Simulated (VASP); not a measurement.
The system is HfC.

```xyz
2
Lattice="0.0000 2.3250 2.3250 2.3250 0.0000 2.3250 2.3250 2.3250 0.0000" Properties=species:S:1:pos:R:3 pbc="T T T"
Hf    2.3250    2.3250    2.3250
C     0.0000    0.0000    0.0000
```

| Quantity | Value |
| --- | --- |
| Program | VASP 6.6.1 |
| Task | relaxation of cell and atoms |
| Functional | BLYP |
| Potentials or basis | VASP PAW PBE potentials, release 64 (Hf_pv, C) |
| Cutoff | 600 eV |
| k mesh | 10 × 10 × 10 |
| Occupations | fermi-dirac, width 0.05 eV |
| Spin | no spin polarisation |

At the start: pressure 7.5 GPa; volume 12.57 Å³/atom.

Problem. How do energy, volume and symmetry change on relaxing?

Solution. Over 3 steps the energy falls by 9.3 meV/atom and the volume is 12.98 Å³/atom (+3.3 %); space group Fm-3m (No. 225, to 0.05 Å).

The path:
| step | energy change (eV) | largest force (eV/Å) | pressure (GPa) | volume (Å³) |
| --- | --- | --- | --- | --- |
| 1 | 0.0000 | 0.0000 | 7.54 | 25.14 |
| 2 | 0.0298 | 0.0000 | -10.56 | 27.35 |
| 3 | -0.0185 | 0.0000 | -0.07 | 25.96 |

Final structure:
```
Hf C
1.0
     0.00000    2.35006    2.35006
     2.35006    0.00000    2.35006
     2.35006    2.35006    0.00000
Hf C
1 1
Direct
  0.50000 0.50000 0.50000
  0.00000 0.00000 0.00000
```

Caveat: the PAW data sets were made with another functional, which shifts forces and pressure a little.
